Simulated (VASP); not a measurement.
# Ba (Im-3m) in VASP: notebook, part 2 of 2

VASP 6.6.1. The steps go on from the part before.

## 4. Single point, LDA (60.32 Å³/atom)

This run uses another cell than the first one, of 60.32 Å³/atom.

INCAR

```
SYSTEM = Ba
PREC     = Accurate       ! precision mode
ENCUT    = 520            ! plane-wave cutoff, eV
EDIFF    = 1E-6           ! SCF threshold, eV
ISMEAR   = -1             ! smearing method
SIGMA    = 0.1            ! smearing width, eV
LREAL    = .False.        ! projectors in reciprocal space
LASPH    = .True.         ! aspherical terms in the spheres
NELM     = 80             ! most SCF steps
ALGO     = Normal         ! electronic algorithm
ISIF     = 2              ! what is computed and relaxed
LWAVE    = .False.        ! write WAVECAR
LCHARG   = .False.        ! write CHGCAR
GGA      = CA             ! functional
NBANDS   = 11             ! bands
```

KPOINTS

```
Automatic mesh
0
Gamma
  15 15 15
  0 0 0
```

POSCAR

```
Ba
1.0
   -2.4705248438      2.4705248438      2.4705248438
    2.4705248438     -2.4705248438      2.4705248438
    2.4705248438      2.4705248438     -2.4705248438
Ba
1
Direct
    0.0000000000      0.0000000000      0.0000000000
```

Potentials or basis: VASP PAW LDA potentials, release 64 (Ba_sv).

Launch:

```bash
> cat potpaw_LDA.64/Ba_sv/POTCAR > POTCAR
> mpirun -np 1 vasp_std > vasp.out
```

OUTCAR:

```text
SYSTEM = Ba
   PREC = Accurate
   ENCUT = 520
   EDIFF = 1E-6
   ISMEAR = -1
   LREAL = .False.
   LASPH = .True.
   NELM = 80
   ISIF = 2
   GGA = CA

 ion  position               nearest neighbor table
   1  0.000  0.000  0.000-

  LATTYP: Found a body centered cubic cell.
 ALAT       =     4.9410496876

  Lattice vectors:

 A1 = (  -2.4705248438,   2.4705248438,   2.4705248438)
 A2 = (   2.4705248438,  -2.4705248438,   2.4705248438)
 A3 = (   2.4705248438,   2.4705248438,  -2.4705248438)

Analysis of symmetry for initial positions (statically):
=====================================================================
 Subroutine PRICEL returns:
 Original cell was already a primitive cell.

 Routine SETGRP: Setting up the symmetry group for a
 body centered cubic supercell.

 Subroutine GETGRP returns: Found 48 space group operations
 (whereof 48 operations were pure point group operations)
 out of a pool of 48 trial point group operations.

The static configuration has the point symmetry O_h .

Analysis of symmetry for dynamics (positions and initial velocities):
=====================================================================
 Subroutine PRICEL returns:
 Original cell was already a primitive cell.

 Routine SETGRP: Setting up the symmetry group for a
 body centered cubic supercell.

 Subroutine GETGRP returns: Found 48 space group operations
 (whereof 48 operations were pure point group operations)
 out of a pool of 48 trial point group operations.

The dynamic configuration has the point symmetry O_h .

 Subroutine INISYM returns: Found 48 space group operations
 (whereof 48 operations are pure point group operations),
 and found     1 'primitive' translations

----------------------------------------------------------------------------------------
[... 114 lines left out ...]
  Thomas-Fermi vector in A             =   2.022181
   LORBIT       =      0    0 simple, 1 ext, 2 COOP (PROOUT), +10 PAW based schemes
   GGA     = CA    functional components
   LHFCALC =     F    Hartree Fock is set to
   AEXX    =    0.0000 exact exchange contribution
   IVDW    =     0    specifies the selected vdW correction
   LEPSILON=     F    determine dielectric tensor
   LRPA    =     F    only Hartree local field effects (RPA)
 non-spin polarized calculation
  energy-cutoff  :      520.00
  volume of cell :       60.32
 maximum number of plane-waves:      1650
   NGX = 15   NGY = 15   NGZ = 15

 number of electron      10.0000000 magnetization

 number of electron       9.9999999 magnetization

 Free energy of the ion-electron system (eV)
  ---------------------------------------------------
  ext. energy  EPLUGINS =         0.00000000
  ---------------------------------------------------
  free energy    TOTEN  =        -2.25117071 eV

  energy without entropy =       -2.20835393  energy(sigma->0) =       -2.22976232

 E-fermi :   1.5887     XC(G=0):  -7.7583

 val. band max:        1.5816769596   @ k =  -0.3333   0.3333   0.3333
 cond. band min:       1.6015139163   @ k =   0.3333   0.2667   0.0667
 fundamental gap:      0.0198369566
 Fermi energy:         1.5887370389

 k-point     1 :       0.0000    0.0000    0.0000
  band No.  band energies     occupation
      1     -27.1730      2.00000
      2     -12.1073      2.00000
      3     -12.1073      2.00000
      4     -12.1073      2.00000
      5      -1.2019      2.00000
      6       3.3749      0.00000
      7       3.3749      0.00000
      8       3.3749      0.00000
      9       4.8917      0.00000
     10       4.8917      0.00000
     11       8.6784      0.00000
[... 309 lines left out ...]
 k-point    24 :       0.4000    0.2000    0.0000
  band No.  band energies     occupation
      1     -27.1153      2.00000
      2     -12.5823      2.00000
      3     -12.3582      2.00000
      4     -12.1628      2.00000
      5       1.1804      1.96684
      6       2.1852      0.00512
      7       2.5469      0.00014
      8       4.7213      0.00000
      9       5.4890      0.00000
     10       7.1009      0.00000
     11       7.5323      0.00000

 [... further k-points ...]

------------------------ aborting loop because EDIFF is reached ----------------------------------------

  FORCE on cell =-STRESS in cart. coord.  units (eV):
  Direction    XX          YY          ZZ          XY          YZ          ZX
  --------------------------------------------------------------------------------------
  -------------------------------------------------------------------------------------
  Total       -0.3498073     -0.3498073     -0.3498073      0.0000000      0.0000000      0.0000000
  in kB       -9.2920548     -9.2920548     -9.2920548      0.0000000      0.0000000      0.0000000
  external PRESSURE =      -9.2920548 kB  Pullay stress =       0.0000000 kB

 VOLUME and BASIS-vectors are now :
 -----------------------------------------------------------------------------
  energy-cutoff  :      520.00
  volume of cell :       60.32
      direct lattice vectors                 reciprocal lattice vectors
    -2.470524844  2.470524844  2.470524844     0.000000000  0.202386145  0.202386145
     2.470524844 -2.470524844  2.470524844     0.202386145  0.000000000  0.202386145
     2.470524844  2.470524844 -2.470524844     0.202386145  0.202386145  0.000000000

 POSITION                                       TOTAL-FORCE (eV/Angst)
 -----------------------------------------------------------------------------------
      0.00000      0.00000      0.00000         0.000000     -0.000000      0.000000
 -----------------------------------------------------------------------------------
    total drift:                               -0.000000      0.000000      0.000000

  FREE ENERGIE OF THE ION-ELECTRON SYSTEM (eV)
  ---------------------------------------------------
  free  energy   TOTEN  =        -2.2511707071 eV

  energy  without entropy=       -2.2083539332  energy(sigma->0) =       -2.22976232
```

stdout:

```text
POSCAR found type information on POSCAR Ba
 POSCAR found :  1 types and       1 ions
 scaLAPACK will be used
 LDA part: xc-table for (Slater(with rela. corr.)+CA(PZ))
 , standard interpolation
 POSCAR, INCAR and KPOINTS ok, starting setup
 FFT: planning ... GRIDC
 FFT: planning ... GRID_SOFT
 FFT: planning ... GRID
 WAVECAR not read
 entering main loop
```

Run time: 26 s. Hardware: 1 thread of Intel Xeon Platinum 8488C (Sapphire Rapids), shared host; peak memory 0.2 GiB.

Results:

```yaml
Free_energy: -2.2512 eV
Pressure: -0.9 GPa
Band_gap_on_the_k_mesh: zero (bands 5 and 6 overlap by 1.00 eV)
```

Levels at points of the mesh, in eV from the Fermi level:
| k point | band 2 | band 3 | band 4 | band 5 | band 6 | band 7 | band 8 | band 9 |
| --- | --- | --- | --- | --- | --- | --- | --- | --- |
| (0.00, 0.00, 0.00) | -13.70 | -13.70 | -13.70 | -2.79 | 1.79 | 1.79 | 1.79 | 3.30 |

Caveat: spin-orbit coupling is left out, which moves the levels of the heavy elements.

## 5. Single point, LDA

This run uses another cell than the first one, of 53.85 Å³/atom.

INCAR

```
PREC = Accurate
ENCUT = 520
EDIFF = 1E-6
ISMEAR = -1
SIGMA = 0.1
LREAL = False
LASPH = True
NELM = 60
ALGO = Normal
ISIF = 2
LWAVE = False
LCHARG = False
GGA = CA
NBANDS = 11
```

KPOINTS

```
regular mesh
0
Gamma
  10 10 10
```

POSCAR

```
Ba
1.0
   -2.3789385306      2.3789385306      2.3789385306
    2.3789385306     -2.3789385306      2.3789385306
    2.3789385306      2.3789385306     -2.3789385306
Ba
1
Direct
    0.0000000000      0.0000000000      0.0000000000
```

Launch:

```bash
> cat potpaw_LDA.64/Ba_sv/POTCAR > POTCAR
> mpirun -np 1 vasp_std > vasp.out
```

Run time: 22 s. Hardware: 1 thread of Intel Xeon 8259CL, shared host; peak memory 0.16 GiB.

Results (log left out):

* Free energy: -2.2689 eV
* Pressure: 0.1 GPa
* Band gap on the k mesh: zero (bands 5 and 6 overlap by 1.23 eV)

Levels at points of the mesh, in eV from the Fermi level:
| k point | band 2 | band 3 | band 4 | band 5 | band 6 | band 7 | band 8 | band 9 |
| --- | --- | --- | --- | --- | --- | --- | --- | --- |
| (0.00, 0.00, 0.00) | -13.43 | -13.43 | -13.43 | -2.82 | 1.92 | 1.92 | 1.92 | 3.61 |
| (0.50, 0.00, 0.00) | -14.19 | -13.67 | -13.44 | -1.04 | 0.59 | 1.86 | 3.61 | 4.28 |
| (0.50, 0.50, 0.50) | -13.95 | -13.95 | -13.95 | -0.79 | -0.79 | 5.18 | 5.18 | 5.18 |

Caveat: spin-orbit coupling is left out, which moves the levels of the heavy elements.

## 6. Summary

| cell | k mesh | gap on the mesh (eV) | pressure (GPa) |
| --- | --- | --- | --- |
| a = 4.175 Å, angles 109.5°, 1 atom | 15 × 15 × 15 | none | -0.3 |
| a = 4.228 Å, angles 109.5°, 1 atom | 15 × 15 × 15 | none | -0.6 |
| a = 4.279 Å, angles 109.5°, 1 atom | 15 × 15 × 15 | none | -0.9 |
| a = 4.120 Å, angles 109.5°, 1 atom | 10 × 10 × 10 | none | 0.1 |

Alike in all rows: task single point; level LDA; potentials or basis VASP PAW LDA potentials, release 64 (Ba_sv); no spin polarisation; cutoff (eV) 520; smearing fermi-dirac 0.1 eV.

Caveats: spin-orbit coupling is left out, which moves the levels of the heavy elements.

Total energies depend on the potentials used, so only differences within one code and one set of settings carry meaning.

The gap in the log of VASP goes by the Fermi energy; the results here count the filled bands.